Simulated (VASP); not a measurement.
As, 4 atoms in the cell. It takes space group Cmce (No. 64, orthorhombic). Conventional cell: a = 3.742 Å, b = 10.823 Å, c = 4.285 Å, α = 90.00°, β = 90.00°, γ = 90.00°. As (site symmetry m) has 5 As at 2.49 to 3.22 Å within 3.3 Å. 

- Program: VASP 6.6.1
- Task: single point
- Functional: PBE
- Dispersion: D3(BJ)
- Potentials or basis: VASP PAW PBE potentials, release 64 (As_d)
- Cutoff: 600 eV
- k mesh: 10 × 10 × 8
- Occupations: gaussian, width 0.01 eV
- Spin: no spin polarisation
- Dipole correction: no
- Further INCAR settings: ALGO = Normal; EDIFF = 1e-06; NBANDS = 38

Potentials or basis: VASP PAW PBE potentials, release 64 (As_d).

The run is started by

```console
$ cat potpaw_PBE.64/As_d/POTCAR > POTCAR
$ mpirun -np 1 vasp_std > vasp.out
```

Hardware: 1 thread of Intel(R) Xeon(R) 6975P-C (Granite Rapids), on a shared host.

Question: How long does it take, and how much memory?

Answer: Wall time 6.2 min on 1 thread of Intel(R) Xeon(R) 6975P-C (Granite Rapids) (shared host), peak memory 0.59 GiB. Counts: scf iterations 12, k points 155.
